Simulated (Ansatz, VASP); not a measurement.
PbSe in VASP and in Ansatz

Contents of INCAR:

```
ALGO = Normal
EDIFF = 1E-7
ENCUT = 520
GGA = PE
ISIF = 2
ISMEAR = -1
LASPH = True
LCHARG = False
LREAL = False
LWAVE = False
NBANDS = 28
NELM = 100
PREC = Accurate
SIGMA = 0.05
```

The input KPOINTS:

```
k-points
0
Gamma
  6 6 3
```

File POSCAR:

```
PbSe
1.0
    4.5014784123      0.0000000000      0.0000000000
   -0.0105132524      4.5014661353      0.0000000000
   -2.2454825799     -2.2507330677     12.2361685397
Pb Se
2 2
Direct
    0.8068400000      0.8073040000      0.6184430000
    0.1854540000      0.1998100000      0.3823760000
    0.2873320000      0.3231460000      0.6231940000
    0.6842660000      0.6998950000      0.3779650000
```

The input input.yaml:

```yaml
crystal:
  lattice:
    - [4.5014784123, 0.0, 0.0]
    - [-0.0105132524, 4.5014661353, 0.0]
    - [-2.2454825799, -2.2507330677, 12.2361685397]
  atoms:
    - { symbol: Pb, position: [0.80684, 0.807304, 0.618443] }
    - { symbol: Pb, position: [0.185454, 0.19981, 0.382376] }
    - { symbol: Se, position: [0.287332, 0.323146, 0.623194] }
    - { symbol: Se, position: [0.684266, 0.699895, 0.377965] }
hamiltonian:
  xc: pbe
  pseudopotentials: { kind: paw }
kpoints:
  mp_grid: { grid: [6, 6, 3] }
scf:
  occupations: { method: fermi_dirac, width: 0.05 }
output:
  forces: true
  stress: true
  eigenvalues: true
  write_density: true
  write_potential: true
  elf: true
  volumetric_format: npy
```

Alike in both runs: task single point; functional PBE; k mesh 6 × 6 × 3; occupations fermi-dirac, width 0.05 eV; no spin polarisation.

|  | VASP | Ansatz |
| --- | --- | --- |
| version | VASP 6.6.1 | Ansatz 0.2.0 |
| potentials or method | VASP PAW PBE potentials, release 64 (Pb_d, Se) | Ansatz PAW |
| plane-wave cutoff (eV) | 520 | 420 |
| valence electrons in the cell | 40 | 60 |

Ansatz gave:

| Quantity | Value |
| --- | --- |
| gap on the k mesh at the Fermi level (eV) | 1.56 |
| least direct gap on the mesh (eV) | 1.56 |
| rms of the force components (eV/Å) | 0.258 |

Estimate VASP's values.

gap on the k mesh at the Fermi level (eV): 1.56; least direct gap on the mesh (eV): 1.56; rms of the force components (eV/Å): 0.255.

Atom by atom the forces differ by 0.003 eV/Å (rms over components). VASP's potentials hold 40 valence electrons a cell and Ansatz's 60, so a difference there can come from the potentials and not from the codes.

Neither program's run includes spin-orbit coupling. Noted on Ansatz's run: odd divisions of the mesh miss points on the zone boundary, where band edges often lie, so the gap on the mesh can be too wide.
